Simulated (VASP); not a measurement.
Here is a VASP 6.6.1 calculation.

The input POSCAR:

```
P
1.0
    4.0398790454      0.0000000000      0.0000000000
   -2.0199395227      3.4986378815      0.0000000000
    0.0000000000      0.0000000000      4.7187503401
P
4
Direct
    0.3333333333      0.6666666667      0.4997572834
    0.6666666667      0.3333333333      0.9997572834
    0.6666666667      0.3333333333      0.5002427166
    0.3333333333      0.6666666667      0.0002427166
```

The input INCAR.step1:

```
ALGO     = Normal         # electronic algorithm
EDIFF    = 1E-4           # SCF threshold, eV
ENCUT    = 520            # plane-wave cutoff, eV
GGA      = PE             # functional
ISMEAR   = 0              # smearing method
LASPH    = True           # aspherical terms in the spheres
LCHARG   = False          # write CHGCAR
LREAL    = False          # projectors in reciprocal space
LWAVE    = True           # write WAVECAR
NBANDS   = 18             # bands
NELM     = 100            # most SCF steps
PREC     = Accurate       # precision mode
SIGMA    = 0.1            # smearing width, eV
```

INCAR.step2

```
ALGO     = Normal         # electronic algorithm
EDIFF    = 1E-7           # SCF threshold, eV
ENCUT    = 520            # plane-wave cutoff, eV
ISIF     = 2              # what is computed and relaxed
ISMEAR   = 0              # smearing method
ISTART   = 1            
LASPH    = True           # aspherical terms in the spheres
LCHARG   = False          # write CHGCAR
LMIXTAU  = True         
LREAL    = False          # projectors in reciprocal space
LWAVE    = False          # write WAVECAR
METAGGA  = R2SCAN         # meta-GGA
NBANDS   = 18             # bands
NELM     = 100            # most SCF steps
PREC     = Accurate       # precision mode
SIGMA    = 0.1            # smearing width, eV
```

The input KPOINTS:

```
k-points
0
Gamma
  6 6 4
```

Potentials or basis: VASP PAW PBE potentials, release 64 (P).

The run is started by

```console
$ cat potpaw_PBE.64/P/POTCAR > POTCAR
$ cp INCAR.step1 INCAR
$ mpirun -np 1 vasp_std > vasp.out
$ cp INCAR.step2 INCAR
$ mpirun -np 1 vasp_std > vasp.out
```

**Question.** Predict the pressure.

**Answer.** -0.5 GPa.

**Question.** What does it give for the band gap on the k mesh?

**Answer.** Zero (bands 10 and 11 overlap by 2.01 eV).

Forces on the atoms (eV/Å):
```
P    0.000  0.000  0.003
P    0.000  0.000  0.003
P    0.000  0.000 -0.003
P    0.000  0.000 -0.003
```

Caveat: the PAW data sets were made with another functional, which shifts forces and pressure a little.
